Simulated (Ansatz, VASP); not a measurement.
## Two plane-wave programs on SnO2

```
Sn O
1.0
     1.68565    0.97321    4.41036
    -1.68565    0.97321    4.41036
     0.00000   -1.94642    4.41036
Sn O
1 2
Direct
  0.50000 0.50000 0.50000
  0.24144 0.24144 0.24144
  0.75856 0.75856 0.75856
```

Alike in both runs: task single point; functional PBEsol; k mesh 12 × 12 × 12; occupations gaussian, width 0.05 eV; no spin polarisation.

|  | VASP | Ansatz |
| --- | --- | --- |
| version | VASP 6.6.1 | Ansatz 0.2.0 |
| potentials or method | VASP PAW PBE potentials, release 64 (Sn_d, O), cutoff 520 eV | scalar-relativistic, plane waves, PAW |
| valence electrons in the cell | 26 | 26 |

|  | VASP | Ansatz | Ansatz less VASP |
| --- | --- | --- | --- |
| gap on the k mesh at the Fermi level (eV) | 0.78 | 0.80 | +0.015 |
| least direct gap on the mesh (eV) | 0.78 | 0.80 | +0.015 |
| pressure (GPa) | -14.7 | -15.1 | -0.45 |
| traceless stress, the component that is largest in VASP (GPa) | 7.49 | 7.87 | +0.378 |
| rms of the force components (eV/Å) | 0.335 | 0.356 | +0.0201 |

VASP's potentials were made for PBE, not for PBEsol, and Ansatz warns of the same on its side. Atom by atom the forces differ by 0.020 eV/Å (rms over components). With one functional, cell and mesh, what is left measures potentials, basis and numerics.
